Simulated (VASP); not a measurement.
Input of a VASP 6.6.1 run:

INCAR

```
ALGO     = Normal         # electronic algorithm
EDIFF    = 1E-6           # SCF threshold, eV
ENCUT    = 520            # plane-wave cutoff, eV
GGA      = PS             # functional
ISIF     = 2              # what is computed and relaxed
ISMEAR   = 0              # smearing method
LASPH    = True           # aspherical terms in the spheres
LCHARG   = False          # write CHGCAR
LREAL    = False          # projectors in reciprocal space
LWAVE    = False          # write WAVECAR
NBANDS   = 15             # bands
NELM     = 80             # most SCF steps
PREC     = Accurate       # precision mode
SIGMA    = 0.1            # smearing width, eV
```

Contents of KPOINTS:

```
k-points
0
Gamma
  8 8 8
```

POSCAR

```
TiC
1.0
    0.0000000000      2.1640000000      2.1640000000
    2.1640000000      0.0000000000      2.1640000000
    2.1640000000      2.1640000000      0.0000000000
Ti C
1 1
Direct
    0.0000000000      0.0000000000      0.0000000000
    0.5000000000      0.5000000000      0.5000000000
```

Potentials or basis: VASP PAW PBE potentials, release 64 (Ti_sv, C).

Launch:

```sh
$ cat potpaw_PBE.64/Ti_sv/POTCAR potpaw_PBE.64/C/POTCAR > POTCAR
$ mpirun -np 1 vasp_std > vasp.out
```

Question: Estimate the pressure.

Answer: -5.9 GPa.

Question: Predict the band gap on the k mesh.

Answer: Zero (band 8 reaches 9.99 eV, above the bottom of band 9 at 8.92 eV).

Caveat: the PAW data sets were made with another functional, which shifts forces and pressure a little.
